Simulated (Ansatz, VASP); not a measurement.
# Two plane-wave programs on Ga2O3

```
CELL_PARAMETERS angstrom
2.52898 1.46010 4.54131
-5.05795 2.92021 9.08262
0.00000 -5.84042 9.08262
ATOMIC_POSITIONS crystal
Ga 0.85584 0.42792 0.42792
Ga 0.64416 0.32208 0.32208
Ga 0.14416 0.07208 0.07208
Ga 0.35584 0.17792 0.17792
Ga 0.85584 0.42792 0.92792
Ga 0.64416 0.32208 0.82208
Ga 0.14416 0.07208 0.57208
Ga 0.35584 0.17792 0.67792
Ga 0.85584 0.92792 0.42792
Ga 0.64416 0.82208 0.32208
Ga 0.14416 0.57208 0.07208
Ga 0.35584 0.67792 0.17792
Ga 0.85584 0.92792 0.92792
Ga 0.64416 0.82208 0.82208
Ga 0.14416 0.57208 0.57208
Ga 0.35584 0.67792 0.67792
O 0.75000 0.22345 0.02655
O 0.44690 0.02655 0.37500
O 0.05310 0.37500 0.22345
O 0.25000 0.27655 0.47345
O 0.94690 0.12500 0.27655
O 0.55310 0.47345 0.12500
O 0.75000 0.22345 0.52655
O 0.44690 0.02655 0.87500
O 0.05310 0.37500 0.72345
O 0.25000 0.27655 0.97345
O 0.94690 0.12500 0.77655
O 0.55310 0.47345 0.62500
O 0.75000 0.72345 0.02655
O 0.44690 0.52655 0.37500
O 0.05310 0.87500 0.22345
O 0.25000 0.77655 0.47345
O 0.94690 0.62500 0.27655
O 0.55310 0.97345 0.12500
O 0.75000 0.72345 0.52655
O 0.44690 0.52655 0.87500
O 0.05310 0.87500 0.72345
O 0.25000 0.77655 0.97345
O 0.94690 0.62500 0.77655
O 0.55310 0.97345 0.62500
```

Alike in both runs: task single point; functional PBE; k mesh 1 × 1 × 1; no spin polarisation.

```csv
,VASP,Ansatz
version,VASP 6.6.1,Ansatz 0.2.0
potentials or method,"VASP PAW PBE potentials, release 64 (Ga_d, O), cutoff 520 eV",plane-wave PAW DFT
occupations,"gaussian, width 0.01 eV",fixed
valence electrons in the cell,352,352
```

|  | VASP | Ansatz | Ansatz less VASP |
| --- | --- | --- | --- |
| rms of the force components (eV/Å) | 0.283 | 0.282 | -0.0012 |

The k mesh is coarse, so the values compare programs but aren't converged.
